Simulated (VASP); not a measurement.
The system is CdSe (Cadmoselite).

```
Cd Se
1.0
     4.32848    0.00000    0.00000
    -2.16424    3.74857    0.00000
     0.00000    0.00000    7.06649
Cd Se
2 2
Direct
  0.66667 0.33333 0.50000
  0.33333 0.66667 0.00000
  0.66667 0.33333 0.88500
  0.33333 0.66667 0.38500
```

Program: VASP 6.6.1. Alike in all runs: task single point; no spin polarisation; cell as given; k mesh 7 × 7 × 4; cutoff (eV) 520; smearing fermi-dirac 0.05 eV.

Problem. Order these runs on this cell by their band gap on the k mesh, lowest first.
A. level r2SCAN; potentials or basis VASP PAW PBE potentials, release 64 (Cd, Se)
B. level LDA; potentials or basis VASP PAW LDA potentials, release 64 (Cd, Se)
C. level RPBE+D4; potentials or basis VASP PAW PBE potentials, release 64 (Cd, Se)
D. level PBE; potentials or basis VASP PAW PBE potentials, release 64 (Cd, Se)

Solution. B (0.42 eV), D (0.66 eV), C (0.83 eV), A (1.14 eV).
